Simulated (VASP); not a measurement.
# W (Fd-3m) in VASP: further runs, part 2 of 2

VASP 6.6.1. The steps go on from the part before.

## 3. Single point, PBE

This run uses another cell than the first one, of 21.73 Å³/atom, 1.049 times its volume.

Input file INCAR:

```
ALGO = Normal
EDIFF = 1E-7
ENCUT = 520
GGA = PE
ISIF = 2
ISMEAR = 0
LASPH = True
LCHARG = False
LREAL = False
LWAVE = False
NBANDS = 21
NELM = 80
PREC = Accurate
SIGMA = 0.1
```

Input file KPOINTS:

```
k-points
0
Gamma
  15 15 15
```

Input file POSCAR:

```
W
1.0
    0.0000000000      2.7906750234      2.7906750234
    2.7906750234      0.0000000000      2.7906750234
    2.7906750234      2.7906750234      0.0000000000
W
2
Direct
    0.0000000000      0.0000000000      0.0000000000
    0.2500000000      0.2500000000      0.2500000000
```

Potentials or basis: VASP PAW PBE potentials, release 64 (W_sv).

Launch:

```bash
> cat potpaw_PBE.64/W_sv/POTCAR > POTCAR
> mpirun -np 1 vasp_std > vasp.out
```

OUTCAR:

```text
EDIFF = 1E-7
   ENCUT = 520
   GGA = PE
   ISIF = 2
   ISMEAR = 0
   LASPH = True
   LREAL = False
   NELM = 80
   PREC = Accurate

 ion  position               nearest neighbor table
   1  0.000  0.000  0.000-   2 2.42   2 2.42   2 2.42   2 2.42
   2  0.250  0.250  0.250-   1 2.42   1 2.42   1 2.42   1 2.42

  LATTYP: Found a face centered cubic cell.
 ALAT       =     5.5813500468

  Lattice vectors:

 A1 = (   0.0000000000,   2.7906750234,   2.7906750234)
 A2 = (   2.7906750234,   0.0000000000,   2.7906750234)
 A3 = (   2.7906750234,   2.7906750234,   0.0000000000)

Analysis of symmetry for initial positions (statically):
=====================================================================
 Subroutine PRICEL returns:
 Original cell was already a primitive cell.

 Routine SETGRP: Setting up the symmetry group for a
 face centered cubic supercell.

 Subroutine GETGRP returns: Found 48 space group operations
 (whereof 24 operations were pure point group operations)
 out of a pool of 48 trial point group operations.

The static configuration has the point symmetry T_d .
 The point group associated with its full space group is O_h .

Analysis of symmetry for dynamics (positions and initial velocities):
=====================================================================
 Subroutine PRICEL returns:
 Original cell was already a primitive cell.

 Routine SETGRP: Setting up the symmetry group for a
 face centered cubic supercell.

 Subroutine GETGRP returns: Found 48 space group operations
 (whereof 24 operations were pure point group operations)
 out of a pool of 48 trial point group operations.

The dynamic configuration has the point symmetry T_d .
 The point group associated with its full space group is O_h .

 Subroutine INISYM returns: Found 48 space group operations
 (whereof 24 operations are pure point group operations),
 and found     1 'primitive' translations

----------------------------------------------------------------------------------------

                                     Primitive cell

  volume of cell :      43.4668

  direct lattice vectors                    reciprocal lattice vectors
     0.000000000  2.790675023  2.790675023    -0.179168121  0.179168121  0.179168121
     2.790675023  0.000000000  2.790675023     0.179168121 -0.179168121  0.179168121
     2.790675023  2.790675023  0.000000000     0.179168121  0.179168121 -0.179168121

  length of vectors
     3.946610466  3.946610466  3.946610466     0.310328289  0.310328289  0.310328289

  position of ions in fractional coordinates (direct lattice)
     0.000000000  0.000000000  0.000000000
     0.250000000  0.250000000  0.250000000

  ion indices of the primitive-cell ions
   primitive index   ion index
                 1           1
                 2           2

----------------------------------------------------------------------------------------

 KPOINTS: k-points

Automatic generation of k-mesh.
 Grid dimensions read from file:
 generate k-points for:   15   15   15

 Generating k-lattice:

  Cartesian coordinates                     Fractional coordinates (reciprocal lattice)
    -0.011944541  0.011944541  0.011944541     0.066666667  0.000000000  0.000000000
     0.011944541 -0.011944541  0.011944541     0.000000000  0.066666667  0.000000000
     0.011944541  0.011944541 -0.011944541     0.000000000  0.000000000  0.066666667

  Length of vectors
     0.020688553  0.020688553  0.020688553

  Shift w.r.t. Gamma in fractional coordinates (k-lattice)
     0.000000000  0.000000000  0.000000000

 Subroutine IBZKPT returns following result:
 ===========================================

 Found    120 irreducible k-points:

 Following reciprocal coordinates:
            Coordinates               Weight
  0.000000  0.000000  0.000000      1.000000
  0.066667  0.000000  0.000000      8.000000
  0.133333  0.000000  0.000000      8.000000
  0.200000  0.000000  0.000000      8.000000
  0.266667  0.000000  0.000000      8.000000
  0.333333  0.000000  0.000000      8.000000
[... 16 lines left out ...]
  0.133333  0.133333  0.000000      6.000000
  0.200000  0.133333  0.000000     24.000000
 [... further k-points ...]
   k-points           NKPTS =    120   k-points in BZ     NKDIM =    120   number of bands    NBANDS=     21
   number of dos      NEDOS =    301   number of ions     NIONS =      2
   total plane-waves  NPLWV =  27000
   dimension x,y,z NGX =    30 NGY =   30 NGZ =   30
   dimension x,y,z NGXF=    60 NGYF=   60 NGZF=   60
   ions per type =               2
   NGX,Y,Z   is equivalent  to a cutoff of  12.64, 12.64, 12.64 a.u.
   NGXF,Y,Z  is equivalent  to a cutoff of  25.27, 25.27, 25.27 a.u.
 SYSTEM =  unknown system
   PREC   = accura    normal or accurate (medium, high low for compatibility)
   ISTART =      0    job   : 0-new  1-cont  2-samecut
   ICHARG =      2    charge: 1-file 2-atom 10-const
   ISPIN  =      1    spin polarized calculation?
   LNONCOLLINEAR =      F non collinear calculations
   LSORBIT =      F    spin-orbit coupling
   LASPH  =      T    aspherical Exc in radial PAW
   ENCUT  =  520.0 eV  38.22 Ry    6.18 a.u.   7.34  7.34  7.34*2*pi/ulx,y,z
   NELM   =     80;   NELMIN=  2; NELMDL= -5     # of ELM steps
   EDIFF  = 0.1E-06   stopping-criterion for ELM
   LREAL  =      F    real-space projection
   EDIFFG = 0.1E-05   stopping-criterion for IOM
   NSW    =      0    number of steps for IOM
   IBRION =     -1    ionic relax: 0-MD 1-quasi-New 2-CG
   NFREE  =      0    steps in history (QN), initial steepest desc. (CG)
   ISIF   =      2    stress and relaxation
   ISYM   =      2    0-nonsym 1-usesym 2-fastsym
   POTIM  = 0.5000    time-step for ionic-motion
   TEBEG  =    0.0;   TEEND  =   0.0 temperature during run
   PSTRESS=    0.0 pullay stress
   NELECT =      28.0000    total number of electrons
   NUPDOWN=      -1.0000    fix difference up-down
   EMIN   =  10.00;   EMAX   =-10.00  energy-range for DOS
   EFERMI =   0.00;   METHOD = LEGACY
   ISMEAR =     0;   SIGMA  =   0.10  broadening in eV -4-tet -1-fermi 0-gaus
   EFERMI_NEDOS =   21; number of points for ismear=-14 and -15
   IALGO  =     38    algorithm
   IMIX   =      4    mixing-type and parameters
     AMIX     =   0.40;   BMIX     =  1.00
     AMIX_MAG =   1.60;   BMIX_MAG =  1.00
  volume/ion in A,a.u.               =      21.73       146.66
  Fermi-wavevector in a.u.,A,eV,Ry     =   1.413866  2.671819 27.198278  1.999017
  Thomas-Fermi vector in A             =   2.535467
   LORBIT       =      0    0 simple, 1 ext, 2 COOP (PROOUT), +10 PAW based schemes
   GGA     = PE    functional components
   LHFCALC =     F    Hartree Fock is set to
   AEXX    =    0.0000 exact exchange contribution
   IVDW    =     0    specifies the selected vdW correction
   LEPSILON=     F    determine dielectric tensor
   LRPA    =     F    only Hartree local field effects (RPA)
 non-spin polarized calculation
 Gauss-broadening in eV      SIGMA  =   0.10
  energy-cutoff  :      520.00
  volume of cell :       43.47
 maximum number of plane-waves:      1211
 NGX is ok and might be reduce to    30
   NGX = 15   NGY = 15   NGZ = 15

 number of electron      28.0000002 magnetization

 Free energy of the ion-electron system (eV)
  ---------------------------------------------------
  ext. energy  EPLUGINS =         0.00000000
  ---------------------------------------------------
  free energy    TOTEN  =       -20.22829331 eV

  energy without entropy =      -20.21627529  energy(sigma->0) =      -20.22228430

 E-fermi :   6.5977     XC(G=0): -11.4264

 val. band max:        6.5846332593   @ k =  -0.4667   0.3333   0.0000
 cond. band min:       6.6136274024   @ k =   0.3333   0.2000   0.0667
 fundamental gap:      0.0289941431
 Fermi energy:         6.5976694887

 k-point     1 :       0.0000    0.0000    0.0000
  band No.  band energies     occupation
      1     -66.5448      2.00000
      2     -66.0293      2.00000
      3     -31.3095      2.00000
      4     -31.3095      2.00000
      5     -31.3095      2.00000
      6     -30.0255      2.00000
[... 13 lines left out ...]
     20      17.7014      0.00000
     21      18.3721      0.00000
[... 529 lines left out ...]
 k-point    24 :       0.2000    0.1333    0.0000
  band No.  band energies     occupation
      1     -66.5085      2.00000
      2     -66.0671      2.00000
      3     -31.3957      2.00000
      4     -31.3955      2.00000
      5     -31.2314      2.00000
      6     -30.1120      2.00000
[... 13 lines left out ...]
     20      16.9018      0.00000
     21      18.2971      0.00000

 [... further k-points ...]

------------------------ aborting loop because EDIFF is reached ----------------------------------------

  FORCE on cell =-STRESS in cart. coord.  units (eV):
  Direction    XX          YY          ZZ          XY          YZ          ZX
  --------------------------------------------------------------------------------------
  -------------------------------------------------------------------------------------
  Total        5.7583767      5.7583767      5.7583767      0.0000000      0.0000000      0.0000000
  in kB      212.2525248    212.2525248    212.2525248      0.0000000      0.0000000      0.0000000
  external PRESSURE =     212.2525248 kB  Pullay stress =       0.0000000 kB

 VOLUME and BASIS-vectors are now :
 -----------------------------------------------------------------------------
  energy-cutoff  :      520.00
  volume of cell :       43.47
      direct lattice vectors                 reciprocal lattice vectors
     0.000000000  2.790675023  2.790675023    -0.179168121  0.179168121  0.179168121
     2.790675023  0.000000000  2.790675023     0.179168121 -0.179168121  0.179168121
     2.790675023  2.790675023  0.000000000     0.179168121  0.179168121 -0.179168121

 POSITION                                       TOTAL-FORCE (eV/Angst)
 -----------------------------------------------------------------------------------
      0.00000      0.00000      0.00000        -0.000000     -0.000000      0.000000
      1.39534      1.39534      1.39534         0.000000      0.000000     -0.000000
 -----------------------------------------------------------------------------------
    total drift:                                0.000000     -0.000000      0.000000

  FREE ENERGIE OF THE ION-ELECTRON SYSTEM (eV)
  ---------------------------------------------------
  free  energy   TOTEN  =       -20.2282933135 eV

  energy  without entropy=      -20.2162752896  energy(sigma->0) =      -20.22228430
```

It took 56 s on 1 thread of Intel Xeon 6975P-C (Granite Rapids), shared host; peak memory 0.22 GiB.

What came out:

```
Free energy            : -20.2283 eV
Pressure               : 21.2 GPa
Band gap on the k mesh : zero (band 14 reaches 7.14 eV, above the bottom of band 15 at 6.19 eV)
```

Caveat: spin-orbit coupling is left out, which moves the levels of the heavy elements.

## 4. Single point, PBE

This run uses another cell than the first one, of 23.01 Å³/atom, 1.111 times its volume.

Input file INCAR:

```
  PREC = Accurate
  ENCUT = 520
  EDIFF = 1E-6
  ISMEAR = 0
  SIGMA = 0.1
  LREAL = F
  LASPH = T
  NELM = 100
  ALGO = Normal
  ISIF = 2
  LWAVE = F
  LCHARG = F
  GGA = PE
  NBANDS = 21
```

Input file KPOINTS:

```
regular mesh
0
Gamma
  15 15 15
```

Input file POSCAR:

```
W
1.0
    0.0000000000      2.8444440970      2.8444440970
    2.8444440970      0.0000000000      2.8444440970
    2.8444440970      2.8444440970      0.0000000000
W
2
Direct
    0.0000000000      0.0000000000      0.0000000000
    0.2500000000      0.2500000000      0.2500000000
```

Launch:

```bash
> cat potpaw_PBE.64/W_sv/POTCAR > POTCAR
> mpirun -np 1 vasp_std > vasp.out
```

Wall time 49 s (1 thread of Intel Xeon 6975P-C (Granite Rapids), shared host); peak memory 0.22 GiB.

Results (log left out):

```
Free energy            : -20.4823 eV
Pressure               : 10.8 GPa
Band gap on the k mesh : zero (band 14 reaches 6.50 eV, above the bottom of band 15 at 5.55 eV)
```

Levels at points of the mesh, in eV from the Fermi level:
| k point | band 12 | band 13 | band 14 | band 15 | band 16 | band 17 |
| --- | --- | --- | --- | --- | --- | --- |
| (0.00, 0.00, 0.00) | -1.19 | -1.19 | -1.19 | 1.61 | 1.61 | 1.61 |

Caveat: spin-orbit coupling is left out, which moves the levels of the heavy elements.

## 5. Overview

```csv
cell,gap on the mesh (eV),pressure (GPa)
"a = 3.884 Å, angles 60.0°, 2 atoms",none,31.7
"a = 3.947 Å, angles 60.0°, 2 atoms",none,21.2
"a = 4.023 Å, angles 60.0°, 2 atoms",none,10.8
```

Alike in all rows: task single point; level PBE; potentials or basis VASP PAW PBE potentials, release 64 (W_sv); no spin polarisation; k mesh 15 × 15 × 15; cutoff (eV) 520; smearing gaussian 0.1 eV.

Caveats: spin-orbit coupling is left out, which moves the levels of the heavy elements.

Absolute energies hang on the potentials; compare differences alone.
